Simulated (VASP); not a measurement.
Set up this calculation in VASP 6.6.1, as the native input.

```yaml
Task: single point
Functional: PBE
Potentials_or_basis: VASP PAW PBE potentials, release 64 (Ca_sv, Pt, S)
Cutoff: 520 eV
k_mesh: 4 × 4 × 4
Occupations: gaussian, width 0.1 eV
Spin: no spin polarisation
Dipole_correction: no
Further_INCAR_settings: ALGO = Normal; EDIFF = 1e-07; NBANDS = 27
```

The structure of CaPtS3 lies in POSCAR:

```
CaPtS3
1.0
    4.6841072600      0.0000000000      0.0000000000
    0.0000000000      4.6841072600      0.0000000000
    0.0000000000      0.0000000000      4.6841072600
Ca Pt S
1 1 3
Direct
    0.5000000000      0.5000000000      0.4844832700
    0.0000000000      0.0000000000      0.9844832700
    0.0000000000      0.5000000000      0.0000000000
    0.5000000000      0.0000000000      0.0000000000
    0.0000000000      0.0000000000      0.5000000000
```

One way to write it, as run:

INCAR

```
PREC = Accurate
ENCUT = 520
EDIFF = 1E-7
ISMEAR = 0
SIGMA = 0.1
LREAL = False
LASPH = True
NELM = 80
ALGO = Normal
ISIF = 2
LWAVE = False
LCHARG = False
GGA = PE
NBANDS = 27
```

KPOINTS

```
regular mesh
0
Gamma
  4 4 4
```

Potentials or basis: VASP PAW PBE potentials, release 64 (Ca_sv, Pt, S).

The run is started by

```bash
$ cat potpaw_PBE.64/Ca_sv/POTCAR potpaw_PBE.64/Pt/POTCAR potpaw_PBE.64/S/POTCAR > POTCAR
$ mpirun -np 1 vasp_std > vasp.out
```

Results of the run:

```
Pressure               : 5.1 GPa
Largest force          : 0.976 eV/Å
Band gap on the k mesh : zero (band 19 reaches 5.42 eV, above the bottom of band 20 at 4.58 eV)
```

Caveat: spin-orbit coupling is left out, which moves the levels of the heavy elements.

Wall time 22 s on 1 thread of Intel(R) Xeon(R) 6975P-C (Granite Rapids) (shared host), peak memory 0.23 GiB.
